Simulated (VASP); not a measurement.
# Pt (Fm-3m) in VASP: a series of runs, part 2 of 2

VASP 6.6.1. The steps go on from the part before.

## 4. Relaxation of cell and atoms, PBEsol

This run uses another cell than the first one, of 15.09 Å³/atom.

INCAR reads:

```
  ALGO = Normal
  EDIFF = 1E-7
  EDIFFG = -0.005
  ENCUT = 600
  GGA = PS
  IBRION = 2
  ISIF = 3
  ISMEAR = -1
  LASPH = T
  LCHARG = F
  LREAL = F
  LWAVE = F
  NELM = 100
  NSW = 60
  PREC = Accurate
  SIGMA = 0.1
```

KPOINTS reads:

```
k-points
0
Gamma
  19 19 19
```

POSCAR reads:

```
Pt
1.0
    0.0000000000      1.9613408845      1.9613408845
    1.9613408845      0.0000000000      1.9613408845
    1.9613408845      1.9613408845      0.0000000000
Pt
1
Direct
    0.0000000000      0.0000000000      0.0000000000
```

Potentials or basis: VASP PAW PBE potentials, release 64 (Pt).

Command:

```console
$ cat potpaw_PBE.64/Pt/POTCAR > POTCAR
$ mpirun -np 1 vasp_std > vasp.out
```

OUTCAR:

```text
EDIFF = 1E-7
   EDIFFG = -0.005
   ENCUT = 600
   GGA = PS
   IBRION = 2
   ISIF = 3
   ISMEAR = -1
   LASPH = T
   LREAL = F
   NELM = 100
   NSW = 60
   PREC = Accurate

 ion  position               nearest neighbor table
   1  0.000  0.000  0.000-

  LATTYP: Found a face centered cubic cell.
 ALAT       =     3.9226817690

  Lattice vectors:

 A1 = (   0.0000000000,   1.9613408845,   1.9613408845)
 A2 = (   1.9613408845,   0.0000000000,   1.9613408845)
 A3 = (   1.9613408845,   1.9613408845,   0.0000000000)

Analysis of symmetry for initial positions (statically):
=====================================================================
 Subroutine PRICEL returns:
 Original cell was already a primitive cell.

 Routine SETGRP: Setting up the symmetry group for a
 face centered cubic supercell.

 Subroutine GETGRP returns: Found 48 space group operations
 (whereof 48 operations were pure point group operations)
 out of a pool of 48 trial point group operations.

The static configuration has the point symmetry O_h .

Analysis of symmetry for dynamics (positions and initial velocities):
=====================================================================
 Subroutine PRICEL returns:
 Original cell was already a primitive cell.

 Routine SETGRP: Setting up the symmetry group for a
 face centered cubic supercell.

 Subroutine GETGRP returns: Found 48 space group operations
 (whereof 48 operations were pure point group operations)
 out of a pool of 48 trial point group operations.

The dynamic configuration has the point symmetry O_h .

 Subroutine INISYM returns: Found 48 space group operations
 (whereof 48 operations are pure point group operations),
 and found     1 'primitive' translations

----------------------------------------------------------------------------------------

                                     Primitive cell

[... 123 lines left out ...]
 maximum number of plane-waves:       531
   NGX = 11   NGY = 11   NGZ = 11

--------------------------------------- Ionic step        1  -------------------------------------------

 number of electron      10.0000000 magnetization

 Free energy of the ion-electron system (eV)
  ---------------------------------------------------
  ext. energy  EPLUGINS =         0.00000000
  ---------------------------------------------------
  free energy    TOTEN  =        -6.99403698 eV

  energy without entropy =       -6.93968657  energy(sigma->0) =       -6.96686178

------------------------ aborting loop because EDIFF is reached ----------------------------------------

  FORCE on cell =-STRESS in cart. coord.  units (eV):
  Direction    XX          YY          ZZ          XY          YZ          ZX
  --------------------------------------------------------------------------------------
  -------------------------------------------------------------------------------------
  Total       -0.0914365     -0.0914365     -0.0914365      0.0000000      0.0000000      0.0000000
  in kB       -9.7082477     -9.7082477     -9.7082477      0.0000000      0.0000000      0.0000000
  external PRESSURE =      -9.7082477 kB  Pullay stress =       0.0000000 kB
[... 57 lines left out ...]
--------------------------------------- Ionic step        3  -------------------------------------------

 number of electron      10.0000000 magnetization

 Free energy of the ion-electron system (eV)
  ---------------------------------------------------
  ext. energy  EPLUGINS =         0.00000000
  ---------------------------------------------------
  free energy    TOTEN  =        -6.99419599 eV

  energy without entropy =       -6.94009103  energy(sigma->0) =       -6.96714351

 E-fermi :  11.1557     XC(G=0): -13.6446

 val. band max:       11.1529568506   @ k =  -0.4211   0.3158   0.0526
 cond. band min:      11.1584738647   @ k =   0.4737   0.4737   0.0000
 fundamental gap:      0.0055170141
 Fermi energy:        11.1556596427

 k-point     1 :       0.0000    0.0000    0.0000
  band No.  band energies     occupation
      1       0.8230      2.00000
      2       7.3292      2.00000
      3       7.3292      2.00000
      4       7.3292      2.00000
      5       9.5179      2.00000
      6       9.5179      2.00000
      7      25.7674      0.00000
      8      30.7405      0.00000
      9      30.7405      0.00000
[... 265 lines left out ...]
 k-point    24 :      -0.2632    0.0526    0.0000
  band No.  band energies     occupation
      1       3.2980      2.00000
      2       7.0238      2.00000
      3       7.6530      2.00000
      4       7.7217      2.00000
      5       9.5983      2.00000
      6      10.2856      1.99967
      7      23.4272      0.00000
      8      27.3480      0.00000
      9      32.0366      0.00000

 [... further k-points ...]

------------------------ aborting loop because EDIFF is reached ----------------------------------------

  FORCE on cell =-STRESS in cart. coord.  units (eV):
  Direction    XX          YY          ZZ          XY          YZ          ZX
  --------------------------------------------------------------------------------------
  -------------------------------------------------------------------------------------
  Total        0.0004292      0.0004292      0.0004292      0.0000000     -0.0000000      0.0000000
  in kB        0.0457216      0.0457216      0.0457216      0.0000000     -0.0000000      0.0000000
  external PRESSURE =       0.0457216 kB  Pullay stress =       0.0000000 kB
[... 16 lines left out ...]
  FREE ENERGIE OF THE ION-ELECTRON SYSTEM (eV)
  ---------------------------------------------------
  free  energy   TOTEN  =        -6.9941959877 eV

  energy  without entropy=       -6.9400910336  energy(sigma->0) =       -6.96714351

 reached required accuracy - stopping structural energy minimisation
```

OSZICAR:

```text
N       E                     dE             d eps       ncg     rms          rms(c)
DAV:   1     0.418607329738E+02    0.41861E+02   -0.60053E+03  4040   0.117E+03
DAV:   2    -0.692132581468E+01   -0.48782E+02   -0.46700E+02  4121   0.201E+02
[... 21 lines left out ...]
DAV:   1    -0.700242782926E+01   -0.95522E-02   -0.19397E-01  4037   0.473E+00    0.631E-01
DAV:   2    -0.699463616449E+01    0.77917E-02   -0.23396E-02  3977   0.136E+00    0.263E-01
DAV:   3    -0.699417533956E+01    0.46082E-03   -0.23094E-03  4141   0.400E-01    0.138E-01
DAV:   4    -0.699419515922E+01   -0.19820E-04   -0.80493E-05  4429   0.696E-02    0.800E-03
DAV:   5    -0.699419589999E+01   -0.74077E-06   -0.11916E-06  4642   0.878E-03    0.228E-03
DAV:   6    -0.699419598766E+01   -0.87672E-07   -0.52101E-08  3631   0.175E-03
   3 F= -.69941960E+01 E0= -.69671435E+01  d E =-.159005E-03
```

CONTCAR:

```text
Pt
   1.00000000000000
     0.0000000000000000    1.9591023218356536    1.9591023218356536
     1.9591023218356536    0.0000000000000000    1.9591023218356536
     1.9591023218356536    1.9591023218356536    0.0000000000000000
  Pt
     1
Direct
     0.0000000000000000    0.0000000000000000    0.0000000000000000

  0.00000000E+00  0.00000000E+00  0.00000000E+00
```

Wall time 1.8 min (1 thread of Intel Xeon 8259CL, shared host); peak memory 0.18 GiB.

Results:

| Item | Value |
| --- | --- |
| Free energy | -6.9942 eV |
| Relaxed volume | 15.04 Å³/atom |
| Relaxed cell | a = 2.771 Å, b = 2.771 Å, c = 2.771 Å, α = 60.00°, β = 60.00°, γ = 60.00° |
| Space group after relaxing (to 0.1 Å) | Fm-3m (No. 225) |
| Energy gained by relaxing | 0.2 meV/atom |
| Ionic steps | 3 |
| Pressure after relaxing | 0.0 GPa |
| Band gap on the k mesh | zero (bands 5 and 6 overlap by 2.21 eV) |

Step by step:
| step | energy change (eV) | largest force (eV/Å) | pressure (GPa) | volume (Å³) |
| --- | --- | --- | --- | --- |
| 1 | 0.0000 | 0.0000 | -0.97 | 15.09 |
| 2 | 0.0012 | 0.0000 | 2.92 | 14.89 |
| 3 | -0.0002 | 0.0000 | 0.00 | 15.04 |

Final structure:
```
Pt
1.0
     0.00000    1.95910    1.95910
     1.95910    0.00000    1.95910
     1.95910    1.95910    0.00000
Pt
1
Direct
  0.00000 0.00000 0.00000
```

Caveat: the PAW data sets were made with another functional, which shifts forces and pressure a little; spin-orbit coupling is left out, which moves the levels of the heavy elements.

## 5. The runs side by side

| task | cell | k mesh | cutoff (eV) | gap on the mesh (eV) | pressure (GPa) |
| --- | --- | --- | --- | --- | --- |
| single point | a = 2.772 Å, angles 60.0°, 1 atom, atomic positions A | 19 × 19 × 19 | 520 | none | -0.4 |
| single point | a = 2.772, b = 3.920 Å, 2 atoms, atomic positions B | 12 × 9 × 12 | 520 | none | -0.4 |
| relaxation of cell and atoms | relaxed from a = 2.774 Å, angles 60.0°, 1 atom, atomic positions A | 19 × 19 × 19 | 600 | none | 0.0 |

Alike in all rows: level PBEsol; potentials or basis VASP PAW PBE potentials, release 64 (Pt); no spin polarisation; smearing fermi-dirac 0.1 eV.

Caveats: the PAW data sets were made with another functional, which shifts forces and pressure a little; spin-orbit coupling is left out, which moves the levels of the heavy elements.

Total energies depend on the potentials used, so only differences within one code and one set of settings carry meaning.
